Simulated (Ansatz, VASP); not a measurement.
## Two plane-wave programs on ZrH5

```
Zr H
1.0
     3.78388    0.00000    0.00000
    -1.89194    3.27694    0.00000
     0.00000    0.00000    3.29976
Zr H
1 5
Direct
  0.33333 0.66667 0.49183
  0.00000 0.00000 0.48377
  0.49895 0.50105 0.99304
  0.49895 0.99790 0.99304
  0.00210 0.50105 0.99304
  0.66667 0.33333 0.47177
```

Alike in both runs: functional PBE; k mesh 5 × 5 × 3; occupations gaussian, width 0.2 eV; no spin polarisation.

Ansatz relaxed the structure, and its values are those at the end. VASP's run is a single point on that final structure, the one shown.

```csv
,VASP,Ansatz
version,VASP 6.6.1,Ansatz 0.2.0
potentials or method,"VASP PAW PBE potentials, release 64 (Zr_sv, H), cutoff 500 eV","scalar-relativistic, plane waves, PAW"
valence electrons in the cell,17,17
```

|  | VASP | Ansatz | Ansatz less VASP |
| --- | --- | --- | --- |
| gap on the k mesh at the Fermi level (eV) | none | none | - |
| pressure (GPa) | -0.3 | -0.1 | +0.16 |
| rms of the force components (eV/Å) | 0.029 | 0.029 | +0.0007 |

A gap of «none» marks a metal or a gap that the smearing closes.

The k mesh is coarse, so the values compare programs but aren't converged.
